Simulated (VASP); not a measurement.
A run of VASP 6.6.1:

Contents of INCAR:

```
  PREC = Accurate
  ENCUT = 520
  EDIFF = 1E-7
  ISMEAR = 0
  SIGMA = 0.1
  LREAL = False
  LASPH = True
  NELM = 60
  ALGO = Normal
  ISIF = 2
  LWAVE = False
  LCHARG = True
  GGA = PE
  IVDW = 12
  LELF = True
  LVHAR = True
  NBANDS = 10
```

Contents of KPOINTS:

```
regular mesh
0
Gamma
  18 18 18
```

POSCAR

```
Ir
1.0
    0.0000000000      1.9202588932      1.9202588932
    1.9202588932      0.0000000000      1.9202588932
    1.9202588932      1.9202588932      0.0000000000
Ir
1
Direct
    0.0000000000      0.0000000000      0.0000000000
```

Potentials or basis: VASP PAW PBE potentials, release 64 (Ir).

Command:

```sh
$ cat potpaw_PBE.64/Ir/POTCAR > POTCAR
$ mpirun -np 1 vasp_std > vasp.out
```

Hardware: 1 thread of Intel(R) Xeon(R) Platinum 8259CL CPU @ 2.50GHz (Skylake/Cascade Lake) (shared host).

Task: Estimate the wall time of this run.

Result: It took 24 s on 1 thread of Intel(R) Xeon(R) Platinum 8259CL CPU @ 2.50GHz (Skylake/Cascade Lake) (shared host), peak memory 0.16 GiB. Counts: scf iterations 12, k points 195.
